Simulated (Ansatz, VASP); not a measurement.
## MnS in VASP and in Ansatz

```
Mn S
1.0
     3.97600    0.00000    0.00000
    -1.98800    3.44332    0.00000
     0.00000    0.00000    6.43200
Mn S
2 2
Direct
  0.33333 0.66667 0.00000
  0.66667 0.33333 0.50000
  0.33333 0.66667 0.38500
  0.66667 0.33333 0.88500
```

Alike in both runs: task single point; functional PBEsol; k mesh 8 × 8 × 4; occupations fermi-dirac, width 0.05 eV; collinear spin; Hubbard terms Mn d U = 4.4 eV, J = 0.9 eV.

```csv
,VASP,Ansatz
version,VASP 6.6.1,Ansatz 0.2.0
potentials or method,"VASP PAW PBE potentials, release 64 (Mn_pv, S), cutoff 520 eV","plane waves, PAW"
valence electrons in the cell,38,42
```

```tsv
	VASP	Ansatz	Ansatz less VASP
gap on the k mesh at the Fermi level (eV)	2.10	2.10	+0.005
net moment per atom (μB)	0.00	0.00	0.000
size of the moment on the site where the two differ most (μB)	4.49	4.27	-0.217
```

VASP's potentials were made for PBE, not for PBEsol. Site moments also hang on the region over which each program counts them. The programs project onto different local orbitals, so the same U acts differently, and such runs can settle in different states. VASP's potentials hold 38 valence electrons a cell and Ansatz's 42, so a difference there can come from the potentials and not from the codes.
